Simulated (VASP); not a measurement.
A run of VASP 6.6.1:

The input INCAR:

```
PREC = Accurate
ENCUT = 600
EDIFF = 1E-6
ISMEAR = 0
SIGMA = 0.05
LREAL = False
LASPH = True
NELM = 200
ALGO = Normal
ISIF = 2
LWAVE = False
LCHARG = True
ISPIN = 2
MAGMOM = 3.83 0
LORBIT = 11
LMAXMIX = 4
LDAU = True
LDAUTYPE = 2
LDAUL = 2 -1
LDAUU = 4 0
LDAUJ = 0 0
LDAUPRINT = 1
GGA = PE
LELF = True
LVHAR = True
NBANDS = 22
GGA_COMPAT = False
```

The input KPOINTS:

```
regular mesh
0
Gamma
  10 10 10
```

Contents of POSCAR:

```
FeO
1.0
    0.0000000000      2.1554001622      2.1554001622
    2.1554001622      0.0000000000      2.1554001622
    2.1554001622      2.1554001622      0.0000000000
Fe O
1 1
Direct
    0.0000000000      0.0000000000      0.0000000000
    0.5000000000      0.5000000000      0.5000000000
```

Potentials or basis: VASP PAW PBE potentials, release 64 (Fe_sv, O).

Run with:

```console
$ cat potpaw_PBE.64/Fe_sv/POTCAR potpaw_PBE.64/O/POTCAR > POTCAR
$ mpirun -np 1 vasp_std > vasp.out
```

Hardware: 1 thread of Intel(R) Xeon(R) 6975P-C (Granite Rapids) (shared host).

**Question.** How long does it take, and how much memory?

**Answer.** Run time: 18 s on 1 thread of Intel(R) Xeon(R) 6975P-C (Granite Rapids), on a shared host, peak memory 0.17 GiB. Counts: scf iterations 14, k points 47.
